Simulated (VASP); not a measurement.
# ZrS (Immm) in VASP: notebook, part 2 of 2

VASP 6.6.1.

## Step 3: Single point, PBEsol (strain +0.0250 x Voigt [0, 0, 0, 1, 0, 0])

The input, INCAR:

```
ALGO     = Normal         # electronic algorithm
EDIFF    = 1E-6           # SCF threshold, eV
ENCUT    = 520            # plane-wave cutoff, eV
GGA      = PS             # functional
ISIF     = 2              # what is computed and relaxed
ISMEAR   = 0              # smearing method
LASPH    = True           # aspherical terms in the spheres
LCHARG   = False          # write CHGCAR
LREAL    = False          # projectors in reciprocal space
LWAVE    = False          # write WAVECAR
NBANDS   = 16             # bands
NELM     = 100            # most SCF steps
PREC     = Accurate       # precision mode
SIGMA    = 0.15           # smearing width, eV
```

The input, KPOINTS:

```
k-points
0
Gamma
  16 16 16
```

The input, POSCAR:

```
ZrS
1.0
    0.0000000000      2.6578125000      2.6578125000
    2.6250000000      0.0328125000      2.6250000000
    2.6250000000      2.6250000000      0.0328125000
Zr S
1 1
Direct
    0.0000000000      0.0000000000      0.0000000000
    0.5000000000      0.5000000000      0.5000000000
```

Potentials or basis: VASP PAW PBE potentials, release 64 (Zr_sv, S).

Started as:

```console
> cat potpaw_PBE.64/Zr_sv/POTCAR potpaw_PBE.64/S/POTCAR > POTCAR
> mpirun -np 1 vasp_std > vasp.out
```

OUTCAR:

```text
EDIFF = 1E-6
   ENCUT = 520
   GGA = PS
   ISIF = 2
   ISMEAR = 0
   LASPH = True
   LREAL = False
   NELM = 100
   PREC = Accurate

 ion  position               nearest neighbor table
   1  0.000  0.000  0.000-   2 2.62   2 2.62   2 2.63   2 2.63   2 2.63   2 2.63
   2  0.500  0.500  0.500-   1 2.62   1 2.62   1 2.63   1 2.63   1 2.63   1 2.63

  LATTYP: Found a body centered orthorhombic cell.
 ALAT       =     3.6659067187
 B/A-ratio  =     1.0253164557
 C/A-ratio  =     1.4321149999

  Lattice vectors:

 A1 = (  -2.6250000000,   2.6250000000,   0.0328125000)
 A2 = (  -2.6250000000,  -2.6250000000,  -0.0328125000)
 A3 = (   2.6250000000,   0.0328125000,   2.6250000000)

Analysis of symmetry for initial positions (statically):
=====================================================================
 Subroutine PRICEL returns:
 Original cell was already a primitive cell.

 Routine SETGRP: Setting up the symmetry group for a
 body centered orthorhombic supercell.

 Subroutine GETGRP returns: Found  8 space group operations
 (whereof  8 operations were pure point group operations)
 out of a pool of  8 trial point group operations.

The static configuration has the point symmetry D_2h.

Analysis of symmetry for dynamics (positions and initial velocities):
=====================================================================
 Subroutine PRICEL returns:
 Original cell was already a primitive cell.

 Routine SETGRP: Setting up the symmetry group for a
 body centered orthorhombic supercell.

 Subroutine GETGRP returns: Found  8 space group operations
 (whereof  8 operations were pure point group operations)
 out of a pool of  8 trial point group operations.

The dynamic configuration has the point symmetry D_2h.

 Subroutine INISYM returns: Found  8 space group operations
 (whereof  8 operations are pure point group operations),
 and found     1 'primitive' translations

----------------------------------------------------------------------------------------
[... 113 lines left out ...]
     AMIX_MAG =   1.60;   BMIX_MAG =  1.00
  volume/ion in A,a.u.               =      18.09       122.04
  Fermi-wavevector in a.u.,A,eV,Ry     =   1.297326  2.451590 22.899335  1.683054
  Thomas-Fermi vector in A             =   2.428725
   LORBIT       =      0    0 simple, 1 ext, 2 COOP (PROOUT), +10 PAW based schemes
   GGA     = PS    functional components
   LHFCALC =     F    Hartree Fock is set to
   AEXX    =    0.0000 exact exchange contribution
   IVDW    =     0    specifies the selected vdW correction
   LEPSILON=     F    determine dielectric tensor
   LRPA    =     F    only Hartree local field effects (RPA)
 non-spin polarized calculation
 Gauss-broadening in eV      SIGMA  =   0.15
  energy-cutoff  :      520.00
  volume of cell :       36.17
 maximum number of plane-waves:       989
   NGX = 13   NGY = 13   NGZ = 13

 number of electron      18.0000000 magnetization

 Free energy of the ion-electron system (eV)
  ---------------------------------------------------
  ext. energy  EPLUGINS =         0.00000000
  ---------------------------------------------------
  free energy    TOTEN  =       -16.48543429 eV

  energy without entropy =      -16.47087133  energy(sigma->0) =      -16.47815281

 E-fermi :  10.6093     XC(G=0): -11.4616

 val. band max:       10.6054376616   @ k =   0.5000  -0.2500   0.2500
 cond. band min:      10.6109171010   @ k =  -0.0625   0.1875   0.0625
 fundamental gap:      0.0054794394
 Fermi energy:        10.6093229561

 k-point     1 :       0.0000    0.0000    0.0000
  band No.  band energies     occupation
      1     -39.2800      2.00000
      2     -17.2904      2.00000
      3     -17.2768      2.00000
      4     -17.2585      2.00000
      5      -5.2135      2.00000
      6       7.0256      2.00000
[... 433 lines left out ...]
      3     -17.2910      2.00000
      4     -17.2705      2.00000
      5      -4.9162      2.00000
      6       5.5604      2.00000
[... 8 lines left out ...]
     15      18.5853      0.00000
     16      20.9518      0.00000

 [... further k-points ...]

------------------------ aborting loop because EDIFF is reached ----------------------------------------

  FORCE on cell =-STRESS in cart. coord.  units (eV):
  Direction    XX          YY          ZZ          XY          YZ          ZX
  --------------------------------------------------------------------------------------
  -------------------------------------------------------------------------------------
  Total       -1.4207751     -1.4019841     -1.4019841      0.0000000     -0.1536931      0.0000000
  in kB      -62.9340747    -62.1017190    -62.1017190      0.0000000     -6.8079269      0.0000000
  external PRESSURE =     -62.3791709 kB  Pullay stress =       0.0000000 kB

 VOLUME and BASIS-vectors are now :
 -----------------------------------------------------------------------------
  energy-cutoff  :      520.00
  volume of cell :       36.17
      direct lattice vectors                 reciprocal lattice vectors
     0.000000000  2.657812500  2.657812500    -0.190476190  0.188124633  0.188124633
     2.625000000  0.032812500  2.625000000     0.190476190 -0.192887281  0.192887281
     2.625000000  2.625000000  0.032812500     0.190476190  0.192887281 -0.192887281

 POSITION                                       TOTAL-FORCE (eV/Angst)
 -----------------------------------------------------------------------------------
      0.00000      0.00000      0.00000         0.000000     -0.000000      0.000000
      2.62500      2.65781      2.65781         0.000000      0.000000     -0.000000
 -----------------------------------------------------------------------------------
    total drift:                                0.000000      0.000000      0.000000

  FREE ENERGIE OF THE ION-ELECTRON SYSTEM (eV)
  ---------------------------------------------------
  free  energy   TOTEN  =       -16.4854342949 eV

  energy  without entropy=      -16.4708713287  energy(sigma->0) =      -16.47815281
```

Run time: 3.2 min. Hardware: 1 thread of AMD EPYC 9R45 (Zen 5), shared host; peak memory 0.41 GiB.

What came out:

```
Free energy            : -16.4854 eV
Pressure               : -6.2 GPa
Band gap on the k mesh : zero (bands 9 and 10 overlap by 2.78 eV)
```

Stress tensor (GPa, compression positive):
```
-6.29  0.00  0.00
 0.00 -6.21 -0.68
 0.00 -0.68 -6.21
```

Caveat: the cell differs from its parent crystal (strain +0.0250 x Voigt [0, 0, 0, 1, 0, 0]); the cell stands under tension; the PAW data sets were made with another functional, which shifts forces and pressure a little.

## Step 4: Single point, PBEsol (strain +0.0125 x Voigt [0, 0, 0, 1, 0, 0])

The input, INCAR:

```
SYSTEM = ZrS
ALGO = Normal ; EDIFF = 1E-6
ENCUT = 520 ; GGA = PS
ISIF = 2 ; ISMEAR = 0
LASPH = .True. ; LCHARG = .False.
LREAL = .False. ; LWAVE = .False.
NBANDS = 16 ; NELM = 100
PREC = Accurate ; SIGMA = 0.15
```

The input, KPOINTS:

```
k-points
0
Gamma
  16 16 16
  0 0 0
```

The input, POSCAR:

```
ZrS
1.0
    0.0000000000      2.6414062500      2.6414062500
    2.6250000000      0.0164062500      2.6250000000
    2.6250000000      2.6250000000      0.0164062500
Zr S
1 1
Direct
    0.0000000000      0.0000000000      0.0000000000
    0.5000000000      0.5000000000      0.5000000000
```

Started as:

```console
> cat potpaw_PBE.64/Zr_sv/POTCAR potpaw_PBE.64/S/POTCAR > POTCAR
> mpirun -np 1 vasp_std > vasp.out
```

It took 3.4 min on 1 thread of AMD EPYC 9R45 (Zen 5), shared host; peak memory 0.41 GiB.

Results (log left out):

```
Free energy            : -16.4867 eV
Pressure               : -6.3 GPa
Band gap on the k mesh : zero (bands 9 and 10 overlap by 2.80 eV)
```

Stress tensor (GPa, compression positive):
```
-6.27  0.00  0.00
 0.00 -6.25 -0.34
 0.00 -0.34 -6.25
```

Levels at points of the mesh, in eV from the Fermi level:
| k point | band 6 | band 7 | band 8 | band 9 | band 10 | band 11 | band 12 | band 13 |
| --- | --- | --- | --- | --- | --- | --- | --- | --- |
| (0.00, 0.00, 0.00) | -3.55 | -3.52 | -3.48 | -1.43 | -1.37 | -1.30 | -0.69 | -0.69 |
| (0.50, 0.00, 0.00) | -8.03 | -5.97 | -5.91 | 1.38 | 1.48 | 1.76 | 1.89 | 5.55 |
| (0.00, 0.50, 0.00) | -8.03 | -6.03 | -5.97 | 1.43 | 1.50 | 1.81 | 1.85 | 5.61 |
| (0.50, 0.50, 0.00) | -6.26 | -4.46 | -4.46 | -3.46 | 0.50 | 2.34 | 2.36 | 2.80 |
| (0.00, 0.50, 0.50) | -6.26 | -4.52 | -4.41 | -3.46 | 0.50 | 2.36 | 2.36 | 2.78 |

Caveat: the cell differs from its parent crystal (strain +0.0125 x Voigt [0, 0, 0, 1, 0, 0]); the cell stands under tension; the PAW data sets were made with another functional, which shifts forces and pressure a little.

## Step 5: Overview

```csv
cell,gap on the mesh (eV),pressure (GPa)
"a = 3.620, b = 3.713, c = 3.713 Å, angles 61.7, 60.8, 60.8°, 2 atoms",none,-6.2
"a = 3.759, b = 3.712, c = 3.712 Å, angles 59.2, 59.6, 59.6°, 2 atoms",none,-6.2
"a = 3.736, b = 3.712, c = 3.712 Å, angles 59.6, 59.8, 59.8°, 2 atoms",none,-6.3
```

Alike in all rows: task single point; level PBEsol; potentials or basis VASP PAW PBE potentials, release 64 (Zr_sv, S); no spin polarisation; k mesh 16 × 16 × 16; cutoff (eV) 520; smearing gaussian 0.15 eV.

Caveats: the cell stands under tension; the PAW data sets were made with another functional, which shifts forces and pressure a little.

Absolute energies hang on the potentials; compare differences alone.
